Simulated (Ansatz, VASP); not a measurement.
One calculation of Hf, two programs

```xyz
1
Lattice="2.8973 0.0000 0.0000 0.0000 2.8973 0.0000 0.0000 0.0000 2.8973" Properties=species:S:1:pos:R:3 pbc="T T T"
Hf    0.0000    0.0000    0.0000
```

Alike in both runs: task single point; functional LDA; k mesh 13 × 13 × 13; occupations fermi-dirac, width 0.1 eV; no spin polarisation.

|  | VASP | Ansatz |
| --- | --- | --- |
| version | VASP 6.6.1 | Ansatz 0.2.0 |
| potentials or method | VASP PAW LDA potentials, release 64 (Hf_pv), cutoff 520 eV | plane waves (420 eV) with PAW, scalar-relativistic |
| valence electrons in the cell | 10 | 26 |

```csv
,VASP,Ansatz,Ansatz less VASP
pressure (GPa),-5.7,-5.7,+0.03
```

Ansatz warns that its potentials were made for another functional, while VASP's fit it. LDA's correlation is that of Perdew and Zunger in VASP and of Perdew and Wang (1992) in Ansatz. VASP's potentials hold 10 valence electrons a cell and Ansatz's 26, so a difference there can come from the potentials and not from the codes.

Neither program's run includes spin-orbit coupling.
